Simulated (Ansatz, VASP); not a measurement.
## Two plane-wave programs on Cd3HgS4

```
Cd S Hg
1.0
    -2.91036    2.91036    5.82156
     2.91036   -2.91036    5.82156
     2.91036    2.91036   -5.82156
Cd S Hg
3 4 1
Cartesian
  0.0000 2.9104 2.9108
  0.0000 0.0000 5.8216
  2.9104 0.0000 2.9108
  1.4431 -1.4431 4.3548
  1.4431 1.4431 7.2884
  -1.4431 1.4431 4.3548
  1.4672 1.4672 1.4668
  0.0000 0.0000 0.0000
```

Alike in both runs: task single point; functional PBE; k mesh 6 × 6 × 6; no spin polarisation.

```csv
,VASP,Ansatz
version,VASP 6.6.1,Ansatz 0.2.0
potentials or method,"VASP PAW PBE potentials, release 64 (Cd, S, Hg)","plane waves, PAW"
plane-wave cutoff (eV),520,420
occupations,"gaussian, width 0.01 eV",fixed
valence electrons in the cell,72,104
```

VASP gave:

| Quantity | Value |
| --- | --- |
| gap on the k mesh at the Fermi level (eV) | 0.75 |
| pressure (GPa) | 4.1 |

**Question.** What did Ansatz give for the same quantities?

**Answer.** gap on the k mesh at the Fermi level (eV): 0.74; pressure (GPa): 3.8.

VASP's potentials hold 72 valence electrons a cell and Ansatz's 104, so a difference there can come from the potentials and not from the codes.

Spin-orbit coupling is off throughout.
